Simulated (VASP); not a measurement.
# Ca (Pm-3m) in VASP: further runs, part 2 of 3

VASP 6.6.1.

**3. Relaxation of cell and atoms, PBE**

This run uses another cell than the first one, of 47.83 Å³/atom.

File INCAR:

```
SYSTEM = Ca
PREC = Accurate ; ENCUT = 600
EDIFF = 1E-6 ; ISMEAR = -1
SIGMA = 0.05 ; LREAL = .False.
LASPH = .True. ; NELM = 60
ALGO = Normal ; ISIF = 3
LWAVE = .False. ; LCHARG = .False.
GGA = PE ; IBRION = 2
NSW = 80 ; EDIFFG = -0.03
```

File KPOINTS:

```
regular mesh
0
Gamma
  6 6 6
  0 0 0
```

File POSCAR:

```
Ca
1.0
    3.6300000000      0.0000000000      0.0000000000
    0.0000000000      3.6300000000      0.0000000000
    0.0000000000      0.0000000000      3.6300000000
Ca
1
Direct
    0.0000000000      0.0000000000      0.0000000000
```

Potentials or basis: VASP PAW PBE potentials, release 64 (Ca_sv).

Started as:

```sh
$ cat potpaw_PBE.64/Ca_sv/POTCAR > POTCAR
$ mpirun -np 1 vasp_std > vasp.out
```

OUTCAR:

```text
SYSTEM = Ca
   PREC = Accurate
   ENCUT = 600
   EDIFF = 1E-6
   ISMEAR = -1
   LREAL = .False.
   LASPH = .True.
   NELM = 60
   ISIF = 3
   GGA = PE
   IBRION = 2
   NSW = 80
   EDIFFG = -0.03

 ion  position               nearest neighbor table
   1  0.000  0.000  0.000-

  LATTYP: Found a simple cubic cell.
 ALAT       =     3.6300000000

  Lattice vectors:

 A1 = (   3.6300000000,   0.0000000000,   0.0000000000)
 A2 = (   0.0000000000,   3.6300000000,   0.0000000000)
 A3 = (   0.0000000000,   0.0000000000,   3.6300000000)

Analysis of symmetry for initial positions (statically):
=====================================================================
 Subroutine PRICEL returns:
 Original cell was already a primitive cell.

 Routine SETGRP: Setting up the symmetry group for a
 simple cubic supercell.

 Subroutine GETGRP returns: Found 48 space group operations
 (whereof 48 operations were pure point group operations)
 out of a pool of 48 trial point group operations.

The static configuration has the point symmetry O_h .

Analysis of symmetry for dynamics (positions and initial velocities):
=====================================================================
 Subroutine PRICEL returns:
 Original cell was already a primitive cell.

 Routine SETGRP: Setting up the symmetry group for a
 simple cubic supercell.

 Subroutine GETGRP returns: Found 48 space group operations
 (whereof 48 operations were pure point group operations)
 out of a pool of 48 trial point group operations.

The dynamic configuration has the point symmetry O_h .

 Subroutine INISYM returns: Found 48 space group operations
 (whereof 48 operations are pure point group operations),
 and found     1 'primitive' translations

----------------------------------------------------------------------------------------

                                     Primitive cell

  volume of cell :      47.8321

  direct lattice vectors                    reciprocal lattice vectors
     3.630000000  0.000000000  0.000000000     0.275482094  0.000000000  0.000000000
     0.000000000  3.630000000  0.000000000     0.000000000  0.275482094  0.000000000
     0.000000000  0.000000000  3.630000000     0.000000000  0.000000000  0.275482094

  length of vectors
     3.630000000  3.630000000  3.630000000     0.275482094  0.275482094  0.275482094

  position of ions in fractional coordinates (direct lattice)
     0.000000000  0.000000000  0.000000000

  ion indices of the primitive-cell ions
   primitive index   ion index
                 1           1

----------------------------------------------------------------------------------------

 KPOINTS: regular mesh

Automatic generation of k-mesh.
 Grid dimensions read from file:
 generate k-points for:    6    6    6

 Generating k-lattice:

  Cartesian coordinates                     Fractional coordinates (reciprocal lattice)
     0.045913682  0.000000000  0.000000000     0.166666667  0.000000000  0.000000000
     0.000000000  0.045913682  0.000000000     0.000000000  0.166666667  0.000000000
     0.000000000  0.000000000  0.045913682     0.000000000  0.000000000  0.166666667

  Length of vectors
     0.045913682  0.045913682  0.045913682

  Shift w.r.t. Gamma in fractional coordinates (k-lattice)
     0.000000000  0.000000000  0.000000000

 Subroutine IBZKPT returns following result:
 ===========================================

 Found     20 irreducible k-points:

 Following reciprocal coordinates:
            Coordinates               Weight
  0.000000  0.000000  0.000000      1.000000
  0.166667  0.000000  0.000000      6.000000
  0.333333  0.000000  0.000000      6.000000
  0.500000  0.000000  0.000000      3.000000
  0.166667  0.166667  0.000000     12.000000
  0.333333  0.166667  0.000000     24.000000
[... 12 lines left out ...]
  0.500000  0.500000  0.333333      6.000000
  0.500000  0.500000  0.500000      1.000000
   k-points           NKPTS =     20   k-points in BZ     NKDIM =     20   number of bands    NBANDS=      9
   number of dos      NEDOS =    301   number of ions     NIONS =      1
   total plane-waves  NPLWV =  27000
   dimension x,y,z NGX =    30 NGY =   30 NGZ =   30
   dimension x,y,z NGXF=    60 NGYF=   60 NGZF=   60
   ions per type =               1
   NGX,Y,Z   is equivalent  to a cutoff of  13.74, 13.74, 13.74 a.u.
   NGXF,Y,Z  is equivalent  to a cutoff of  27.48, 27.48, 27.48 a.u.
 SYSTEM =  Ca
   PREC   = accura    normal or accurate (medium, high low for compatibility)
   ISTART =      0    job   : 0-new  1-cont  2-samecut
   ICHARG =      2    charge: 1-file 2-atom 10-const
   ISPIN  =      1    spin polarized calculation?
   LNONCOLLINEAR =      F non collinear calculations
   LSORBIT =      F    spin-orbit coupling
   LASPH  =      T    aspherical Exc in radial PAW
   ENCUT  =  600.0 eV  44.10 Ry    6.64 a.u.   7.25  7.25  7.25*2*pi/ulx,y,z
   NELM   =     60;   NELMIN=  2; NELMDL= -5     # of ELM steps
   EDIFF  = 0.1E-05   stopping-criterion for ELM
   LREAL  =      F    real-space projection
   EDIFFG = -.3E-01   stopping-criterion for IOM
   NSW    =     80    number of steps for IOM
   IBRION =      2    ionic relax: 0-MD 1-quasi-New 2-CG
   NFREE  =      1    steps in history (QN), initial steepest desc. (CG)
   ISIF   =      3    stress and relaxation
   ISYM   =      2    0-nonsym 1-usesym 2-fastsym
   POTIM  = 0.5000    time-step for ionic-motion
   TEBEG  =    0.0;   TEEND  =   0.0 temperature during run
   PSTRESS=    0.0 pullay stress
   NELECT =      10.0000    total number of electrons
   NUPDOWN=      -1.0000    fix difference up-down
   EMIN   =  10.00;   EMAX   =-10.00  energy-range for DOS
   EFERMI =   0.00;   METHOD = LEGACY
   ISMEAR =    -1;   SIGMA  =   0.05  broadening in eV -4-tet -1-fermi 0-gaus
   EFERMI_NEDOS =   21; number of points for ismear=-14 and -15
   IALGO  =     38    algorithm
   IMIX   =      4    mixing-type and parameters
     AMIX     =   0.40;   BMIX     =  1.00
     AMIX_MAG =   1.60;   BMIX_MAG =  1.00
  volume/ion in A,a.u.               =      47.83       322.79
  Fermi-wavevector in a.u.,A,eV,Ry     =   0.971631  1.836117 12.844819  0.944068
  Thomas-Fermi vector in A             =   2.101864
   LORBIT       =      0    0 simple, 1 ext, 2 COOP (PROOUT), +10 PAW based schemes
   GGA     = PE    functional components
   LHFCALC =     F    Hartree Fock is set to
   AEXX    =    0.0000 exact exchange contribution
   IVDW    =     0    specifies the selected vdW correction
   LEPSILON=     F    determine dielectric tensor
   LRPA    =     F    only Hartree local field effects (RPA)
 conjugate gradient relaxation of ions
 non-spin polarized calculation
  energy-cutoff  :      600.00
  volume of cell :       47.83
 maximum number of plane-waves:      1628
 NGX is ok and might be reduce to    30
   NGX = 15   NGY = 15   NGZ = 15

--------------------------------------- Ionic step        1  -------------------------------------------

 number of electron      10.0000002 magnetization

 Free energy of the ion-electron system (eV)
  ---------------------------------------------------
  ext. energy  EPLUGINS =         0.00000000
  ---------------------------------------------------
  free energy    TOTEN  =        -1.53752244 eV

  energy without entropy =       -1.52882226  energy(sigma->0) =       -1.53317235

------------------------ aborting loop because EDIFF is reached ----------------------------------------

  FORCE on cell =-STRESS in cart. coord.  units (eV):
  Direction    XX          YY          ZZ          XY          YZ          ZX
  --------------------------------------------------------------------------------------
  -------------------------------------------------------------------------------------
  Total       -0.2850562     -0.2850562     -0.2850562      0.0000000      0.0000000     -0.0000000
  in kB       -9.5481924     -9.5481924     -9.5481924      0.0000000      0.0000000     -0.0000000
  external PRESSURE =      -9.5481924 kB  Pullay stress =       0.0000000 kB
[... 55 lines left out ...]
  energy  without entropy=       -1.5379395048  energy(sigma->0) =       -1.54221267

--------------------------------------- Ionic step        3  -------------------------------------------

 number of electron       9.9999998 magnetization

 Free energy of the ion-electron system (eV)
  ---------------------------------------------------
  ext. energy  EPLUGINS =         0.00000000
  ---------------------------------------------------
  free energy    TOTEN  =        -1.54926948 eV

  energy without entropy =       -1.54036134  energy(sigma->0) =       -1.54481541

 E-fermi :   1.5559     XC(G=0):  -7.5648

 val. band max:        1.5518143193   @ k =   0.5000   0.5000   0.1667
 cond. band min:       1.8636096615   @ k =   0.5000   0.3333   0.3333
 fundamental gap:      0.3117953422
 Fermi energy:         1.5558534985

 k-point     1 :       0.0000    0.0000    0.0000
  band No.  band energies     occupation
      1     -40.6020      2.00000
      2     -21.4958      2.00000
      3     -21.4958      2.00000
      4     -21.4958      2.00000
      5      -2.1255      2.00000
      6       2.5002      0.00000
      7       2.5002      0.00000
      8       5.6604      0.00000
      9       5.6604      0.00000
[... 254 lines left out ...]
  FREE ENERGIE OF THE ION-ELECTRON SYSTEM (eV)
  ---------------------------------------------------
  free  energy   TOTEN  =        -1.5492694754 eV

  energy  without entropy=       -1.5403613364  energy(sigma->0) =       -1.54481541

 reached required accuracy - stopping structural energy minimisation
```

OSZICAR:

```text
N       E                     dE             d eps       ncg     rms          rms(c)
DAV:   1     0.735742105479E+02    0.73574E+02   -0.55576E+03   360   0.112E+03
DAV:   2     0.223927550029E+00   -0.73350E+02   -0.73050E+02   370   0.240E+02
DAV:   3    -0.146447155042E+01   -0.16884E+01   -0.16724E+01   564   0.377E+01
[... 25 lines left out ...]
DAV:   5    -0.154920652507E+01   -0.17427E-02   -0.29586E-03   553   0.282E-01    0.658E-02
DAV:   6    -0.154928608996E+01   -0.79565E-04   -0.15517E-04   588   0.847E-02    0.271E-02
DAV:   7    -0.154926724343E+01    0.18847E-04   -0.60371E-05   530   0.749E-02    0.239E-02
DAV:   8    -0.154926933997E+01   -0.20965E-05   -0.19601E-05   570   0.479E-02    0.200E-03
DAV:   9    -0.154926947539E+01   -0.13542E-06   -0.26746E-07   220   0.405E-03
   3 F= -.15492695E+01 E0= -.15448154E+01  d E =-.117470E-01
```

Wall time 30 s (1 thread of AMD EPYC 7R43 (Zen 3), shared host); peak memory 0.14 GiB.

What came out:

```yaml
Free_energy: -1.5493 eV
Relaxed_volume: 44.32 Å³/atom
Relaxed_cell: a = 3.539 Å, b = 3.539 Å, c = 3.539 Å, α = 90.00°, β = 90.00°, γ = 90.00°
Space_group_after_relaxing_to_0.1_Å: Pm-3m (No. 221)
Energy_gained_by_relaxing: 11.7 meV/atom
Ionic_steps: 3
Pressure_after_relaxing: -0.1 GPa
Band_gap_on_the_k_mesh: zero (bands 5 and 6 overlap by 1.20 eV)
```

Step by step:
```tsv
step	energy change (eV)	largest force (eV/Å)	pressure (GPa)	volume (Å³)
1	0.0000	0.0000	-0.95	47.83
2	-0.0090	0.0000	-0.50	45.89
3	-0.0117	0.0000	-0.06	44.32
```

Final structure:
```
CELL_PARAMETERS angstrom
3.53896 0.00000 0.00000
0.00000 3.53896 0.00000
0.00000 0.00000 3.53896
ATOMIC_POSITIONS crystal
Ca 0.00000 0.00000 0.00000
```

(Continued in part 3 of 3.)
